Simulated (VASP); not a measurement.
# Co4Ge (R-3m) in VASP: notebook, part 2 of 2

VASP 6.6.1. The steps go on from the part before.

### Step 3. Single point, PBE, collinear spin, antiferromagnetic start

Contents of INCAR:

```
ALGO     = Normal         # electronic algorithm
EDIFF    = 1E-6           # SCF threshold, eV
ENCUT    = 520            # plane-wave cutoff, eV
GGA      = PE             # functional
ISIF     = 2              # what is computed and relaxed
ISMEAR   = 0              # smearing method
ISPIN    = 2              # spin polarisation
LASPH    = True           # aspherical terms in the spheres
LCHARG   = False          # write CHGCAR
LMAXMIX  = 4              # l up to which the mixer works
LORBIT   = 11             # projections on sites
LREAL    = False          # projectors in reciprocal space
LWAVE    = False          # write WAVECAR
MAGMOM   = -3 3 3 -3 0    # initial moments
NBANDS   = 37             # bands
NELM     = 150            # most SCF steps
PREC     = Accurate       # precision mode
SIGMA    = 0.1            # smearing width, eV
```

Contents of KPOINTS:

```
k-points
0
Gamma
  6 6 6
```

Contents of POSCAR:

```
Co4Ge
1.0
    1.3043235086      0.7530515305      9.9796434172
   -1.3043235086      0.7530515305      9.9796434172
    0.0000000000     -1.5061030560      9.9796434176
Co Ge
4 1
Direct
    0.4015755672      0.4015755672      0.4015755672
    0.7998633560      0.7998633560      0.7998633560
    0.2001366440      0.2001366440      0.2001366440
    0.5984244328      0.5984244328      0.5984244328
    0.0000000000      0.0000000000      0.0000000000
```

Potentials or basis: VASP PAW PBE potentials, release 64 (Co, Ge_d).

Command:

```
cat potpaw_PBE.64/Co/POTCAR potpaw_PBE.64/Ge_d/POTCAR > POTCAR
mpirun -np 1 vasp_std > vasp.out
```

OUTCAR:

```text
EDIFF = 1E-6
   ENCUT = 520
   GGA = PE
   ISIF = 2
   ISMEAR = 0
   ISPIN = 2
   LASPH = True
   LORBIT = 11
   LREAL = False
   NELM = 150
   PREC = Accurate

 ion  position               nearest neighbor table
   1  0.402  0.402  0.402-   2 2.46   2 2.46   2 2.46   5 2.54   5 2.54   5 2.54
   2  0.800  0.800  0.800-   1 2.46   1 2.46   1 2.46   3 2.51   3 2.51   3 2.51
   3  0.200  0.200  0.200-   4 2.46   4 2.46   4 2.46   2 2.51   2 2.51   2 2.51
   4  0.598  0.598  0.598-   3 2.46   3 2.46   3 2.46   5 2.54   5 2.54   5 2.54
   5  0.000  0.000  0.000-   4 2.54   4 2.54   1 2.54   1 2.54   4 2.54   1 2.54

  LATTYP: Found a trigonal (rhomboedric) cell.
 ALAT       =    10.0926522360
 COS(alpha) =     0.9665966502

  Lattice vectors:

 A1 = (   1.3043235086,   0.7530515305,   9.9796434172)
 A2 = (  -1.3043235086,   0.7530515305,   9.9796434172)
 A3 = (   0.0000000000,  -1.5061030560,   9.9796434176)

Analysis of symmetry for initial positions (statically):
=====================================================================
 Subroutine PRICEL returns:
 Original cell was already a primitive cell.

 Routine SETGRP: Setting up the symmetry group for a
 trigonal (rhombohedral) supercell.

 Subroutine GETGRP returns: Found 12 space group operations
 (whereof 12 operations were pure point group operations)
 out of a pool of 12 trial point group operations.

The static configuration has the point symmetry D_3d.

Analysis of symmetry for dynamics (positions and initial velocities):
=====================================================================
 Subroutine PRICEL returns:
 Original cell was already a primitive cell.

 Routine SETGRP: Setting up the symmetry group for a
 trigonal (rhombohedral) supercell.

 Subroutine GETGRP returns: Found 12 space group operations
 (whereof 12 operations were pure point group operations)
 out of a pool of 12 trial point group operations.

[... 174 lines left out ...]
 cond. band min:       9.9646780558   @ k =   0.5000   0.5000   0.0000
 fundamental gap:      0.0250487739
 Fermi energy:         9.9540488985

 spin component 1

 k-point     1 :       0.0000    0.0000    0.0000
  band No.  band energies     occupation
      1     -15.2114      1.00000
      2     -15.2114      1.00000
      3     -15.1351      1.00000
      4     -14.9384      1.00000
      5     -14.9384      1.00000
      6      -4.3901      1.00000
[... 949 lines left out ...]
     36      19.5871      0.00000
     37      19.8709      0.00000

 [... further k-points ...]

 spin component 2

 k-point     1 :       0.0000    0.0000    0.0000
  band No.  band energies     occupation
      1     -15.2213      1.00000
      2     -15.2213      1.00000
      3     -15.1414      1.00000
      4     -14.9432      1.00000
      5     -14.9432      1.00000
      6      -4.4137      1.00000
[... 949 lines left out ...]
     36      19.8562      0.00000
     37      19.9222      0.00000

 [... further k-points ...]

------------------------ aborting loop because EDIFF is reached ----------------------------------------

  FORCE on cell =-STRESS in cart. coord.  units (eV):
  Direction    XX          YY          ZZ          XY          YZ          ZX
  --------------------------------------------------------------------------------------
  -------------------------------------------------------------------------------------
  Total       -0.5830533     -0.5830533     -2.1111054      0.0000000     -0.0000000      0.0000000
  in kB      -15.8833671    -15.8833671    -57.5101121      0.0000000     -0.0000000      0.0000000
  external PRESSURE =     -29.7589488 kB  Pullay stress =       0.0000000 kB

 VOLUME and BASIS-vectors are now :
 -----------------------------------------------------------------------------
  energy-cutoff  :      520.00
  volume of cell :       58.81
      direct lattice vectors                 reciprocal lattice vectors
     1.304323509  0.753051530  9.979643417     0.383340480  0.221321729  0.033401327
    -1.304323509  0.753051530  9.979643417    -0.383340480  0.221321729  0.033401327
     0.000000000 -1.506103056  9.979643418     0.000000000 -0.442643459  0.033401327

 POSITION                                       TOTAL-FORCE (eV/Angst)
 -----------------------------------------------------------------------------------
      0.00000      0.00000     12.02274         0.000000     -0.000000     -0.902863
      0.00000      0.00000     23.94705         0.000000      0.000000      0.503227
      0.00000      0.00000      5.99188         0.000000     -0.000000     -0.503227
      0.00000      0.00000     17.91619         0.000000      0.000000      0.902863
      0.00000      0.00000      0.00000         0.000000      0.000000     -0.000000
 -----------------------------------------------------------------------------------
    total drift:                               -0.000000     -0.000000      0.000000

  FREE ENERGIE OF THE ION-ELECTRON SYSTEM (eV)
  ---------------------------------------------------
  free  energy   TOTEN  =       -31.6151242338 eV

  energy  without entropy=      -31.5958745943  energy(sigma->0) =      -31.60549941

 total charge

# of ion       s       p       d       tot
------------------------------------------
    1        0.436   0.470   7.352   8.259
    2        0.464   0.467   7.209   8.140
    3        0.464   0.467   7.209   8.140
    4        0.436   0.470   7.352   8.259
    5        1.145   1.234  10.148  12.527
--------------------------------------------------
tot          2.945   3.108  39.270  45.324

 magnetization (x)

# of ion       s       p       d       tot
------------------------------------------
    1       -0.003  -0.008  -0.514  -0.525
    2       -0.005  -0.026   1.678   1.646
    3       -0.005  -0.026   1.678   1.646
    4       -0.003  -0.008  -0.514  -0.525
    5       -0.017  -0.006   0.003  -0.020
--------------------------------------------------
tot         -0.034  -0.074   2.330   2.222
```

Run time: 35 min. Hardware: 1 thread of AMD EPYC 7R13 (Zen 3), shared host; peak memory 1.3 GiB.

Results:

| Item | Value |
| --- | --- |
| Free energy | -31.6151 eV |
| Pressure | -3.0 GPa |
| Largest force | 0.903 eV/Å |
| Net moment | 2.18 μB per cell |
| Site moments | Co -0.53, +1.65 (each value once); Ge -0.02 μB |
| Valence electrons inside the program's atomic spheres | Co 8.26, 8.14 (each value once); Ge 12.53 |

Forces on the atoms (eV/Å):
```
Co   0.000  0.000 -0.903
Co   0.000  0.000  0.503
Co   0.000  0.000 -0.503
Co   0.000  0.000  0.903
Ge   0.000  0.000  0.000
```

Levels at points of the mesh, in eV from the Fermi level:
Spin up:
| k point | band 23 | band 24 | band 25 | band 26 | band 27 | band 28 | band 29 | band 30 |
| --- | --- | --- | --- | --- | --- | --- | --- | --- |
| (0.00, 0.00, 0.00) | -0.91 | -0.86 | -0.86 | -0.82 | -0.27 | -0.27 | -0.19 | -0.19 |
| (0.50, 0.00, 0.00) | -0.55 | -0.53 | -0.41 | 0.61 | 0.61 | 0.73 | 1.70 | 1.81 |
| (0.50, 0.50, 0.00) | -0.29 | -0.14 | 0.01 | 0.57 | 0.61 | 0.61 | 0.61 | 2.46 |
| (0.50, 0.50, 0.50) | -0.92 | -0.85 | -0.85 | -0.47 | -0.28 | -0.28 | -0.18 | -0.18 |
Spin down:
| k point | band 20 | band 21 | band 22 | band 23 | band 24 | band 25 | band 26 | band 27 | band 28 | band 29 |
| --- | --- | --- | --- | --- | --- | --- | --- | --- | --- | --- |
| (0.00, 0.00, 0.00) | -1.19 | -1.17 | -0.96 | -0.54 | -0.54 | -0.33 | -0.33 | 0.16 | 0.16 | 0.68 |
| (0.50, 0.00, 0.00) | -0.88 | -0.32 | -0.20 | -0.17 | -0.12 | 0.64 | 0.83 | 0.84 | 0.91 | 2.29 |
| (0.50, 0.50, 0.00) | -0.39 | -0.20 | -0.18 | -0.03 | 0.28 | 0.68 | 0.83 | 0.88 | 0.92 | 1.24 |
| (0.50, 0.50, 0.50) | -1.18 | -0.97 | -0.64 | -0.54 | -0.54 | -0.34 | -0.34 | 0.16 | 0.16 | 0.68 |

Caveat: the k points lie up to 0.46 Å⁻¹ apart.
